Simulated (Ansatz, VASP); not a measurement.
# One calculation of Co, two programs

The input INCAR:

```
SYSTEM = Co
PREC = Accurate
ENCUT = 600
EDIFF = 1E-6
ISMEAR = -1
SIGMA = 0.1
LREAL = .False.
LASPH = .True.
NELM = 200
ALGO = Normal
ISIF = 2
LWAVE = .False.
LCHARG = .False.
ISPIN = 2
MAGMOM = 1.7
LORBIT = 11
LMAXMIX = 4
GGA = PE
NBANDS = 18
GGA_COMPAT = .False.
```

The input KPOINTS:

```
regular mesh
0
Gamma
  18 18 17
  0 0 0
```

The input POSCAR:

```
Co
1.0
    2.4484686119      0.0000000000      0.0000000000
   -1.2242343060      2.1204360183      0.0000000000
    0.0000000000      0.0000000000      2.3153972186
Co
1
Direct
    0.0000000000      0.0000000000      0.0000000000
```

Input for Ansatz:

```yaml
crystal:
  lattice:
    - [2.4484686119, 0.0, 0.0]
    - [-1.224234306, 2.1204360183, 0.0]
    - [0.0, 0.0, 2.3153972186]
  atoms:
    - { symbol: Co, position: [0.0, 0.0, 0.0], spin: 1.7 }
magnetization:
  spin_polarized: true
kpoints:
  mp_grid: { grid: [18, 18, 17] }
  band_path:
    path:
      - [0.0, 0.0, 0.0]
      - [0.5, 0.0, 0.0]
      - [0.3333333333, 0.3333333333, 0.0]
      - [0.0, 0.0, 0.0]
      - [0.0, 0.0, 0.5]
      - [0.5, 0.0, 0.5]
      - [0.3333333333, 0.3333333333, 0.5]
      - [0.0, 0.0, 0.5]
      - [0.5, 0.0, 0.5]
    npoints: 8
scf:
  occupations: { method: fermi_dirac, width: 0.1 }
hamiltonian:
  xc: pbe
  pseudopotentials: { kind: paw }
output:
  forces: true
  stress: true
  eigenvalues: true
  populations: true
  dos: { projected: true, de: 0.2, e_range: [-14, 8] }
```

Change from the starting cell: volume scaled by 1, PAW files.

Alike in both runs: task single point; functional PBE; k mesh 18 × 18 × 17; occupations fermi-dirac, width 0.1 eV; collinear spin.

|  | VASP | Ansatz |
| --- | --- | --- |
| version | VASP 6.6.1 | Ansatz 0.2.0 |
| potentials or method | VASP PAW PBE potentials, release 64 (Co_sv) | PAW with Ansatz's default frozen-core files, scalar-relativistic |
| plane-wave cutoff (eV) | 600 | 420 |
| valence electrons in the cell | 17 | 17 |

Ansatz gave:

```
pressure (GPa)                                                : 0.0
traceless stress, the component that is largest in VASP (GPa) : 0.00
net moment per atom (μB)                                      : 1.77
size of the moment on the site where the two differ most (μB) : 1.80
```

What did VASP give for the same quantities?

Pressure (GPa): -3.2; traceless stress, the component that is largest in VASP (GPa): 0.06; net moment per atom (μB): 1.77; size of the moment on the site where the two differ most (μB): 1.78.

Site moments also hang on the region over which each program counts them.
